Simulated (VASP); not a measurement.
C, 2 atoms in the cell. The structure is tetragonal, space group I4_1/amd (No. 141). The conventional cell has a = 2.481 Å, b = 2.481 Å, c = 3.685 Å, α = 90.00°, β = 90.00°, γ = 90.00°. Within 2.1 Å of C (site symmetry -4m2) lie 4 C at 1.55 Å.  This cell differs from its parent crystal: ratio of the length along z to the lengths across it x 1.05, volume and fractional coordinates fixed.

- Program: VASP 6.6.1
- Task: single point
- Functional: PBEsol
- Potentials or basis: VASP PAW PBE potentials, release 64 (C)
- Cutoff: 520 eV
- k mesh: 12 × 12 × 12
- Occupations: gaussian, width 0.05 eV
- Spin: no spin polarisation
- Dipole correction: no
- Further INCAR settings: ALGO = Normal; EDIFF = 1e-07; NBANDS = 11

Potentials or basis: VASP PAW PBE potentials, release 64 (C).

Launch:

```console
$ cat potpaw_PBE.64/C/POTCAR > POTCAR
$ mpirun -np 1 vasp_std > vasp.out
```

Hardware: 1 thread of Intel(R) Xeon(R) 6975P-C (Granite Rapids), with other jobs on the host.

Task: Estimate the wall time of this run.

Result: It took 7.9 s on 1 thread of Intel(R) Xeon(R) 6975P-C (Granite Rapids), on a shared host, peak memory 0.12 GiB. Counts: scf iterations 12, k points 163.
